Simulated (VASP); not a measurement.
Wanted: the native input for a VASP 6.6.1 run.

| Property | Result |
| --- | --- |
| Task | single point |
| Functional | LDA |
| Potentials or basis | VASP PAW LDA potentials, release 64 (In_d, P) |
| Cutoff | 520 eV |
| k mesh | 6 × 6 × 6 |
| Occupations | gaussian, width 0.01 eV |
| Spin | no spin polarisation |
| Dipole correction | no |
| Further INCAR settings | ALGO = Normal; EDIFF = 1e-06; NBANDS = 16 |

The structure of InP lies in POSCAR:

```
InP
1.0
    4.1443530000      0.0000000000      0.0000000000
    2.0721765000      3.5891149803      0.0000000000
    2.0721765000      1.1963716601      3.3838500547
In P
1 1
Direct
    0.0000000000      0.0000000000      0.0000000000
    0.2500000000      0.2500000000      0.2500000000
```

One way to write it, as run:

INCAR

```
PREC     = Accurate       # precision mode
ENCUT    = 520            # plane-wave cutoff, eV
EDIFF    = 1E-6           # SCF threshold, eV
ISMEAR   = 0              # smearing method
SIGMA    = 0.01           # smearing width, eV
LREAL    = F              # projectors in reciprocal space
LASPH    = T              # aspherical terms in the spheres
NELM     = 60             # most SCF steps
ALGO     = Normal         # electronic algorithm
ISIF     = 2              # what is computed and relaxed
LWAVE    = F              # write WAVECAR
LCHARG   = T              # write CHGCAR
LELF     = T              # ELF
LVHAR    = T            
NBANDS   = 16             # bands
```

KPOINTS

```
regular mesh
0
Gamma
  6 6 6
```

Potentials or basis: VASP PAW LDA potentials, release 64 (In_d, P).

The run is started by

```sh
$ cat potpaw_LDA.64/In_d/POTCAR potpaw_LDA.64/P/POTCAR > POTCAR
$ mpirun -np 1 vasp_std > vasp.out
```

It gave:

* Pressure: -1.2 GPa
* Band gap on the k mesh: 0.51 eV, direct

Caveat: spin-orbit coupling is left out, which moves the levels of the heavy elements.

It took 5.9 s on 1 thread of Intel(R) Xeon(R) Platinum 8481C CPU @ 2.70GHz (Sapphire Rapids) (shared host), peak memory 0.15 GiB.
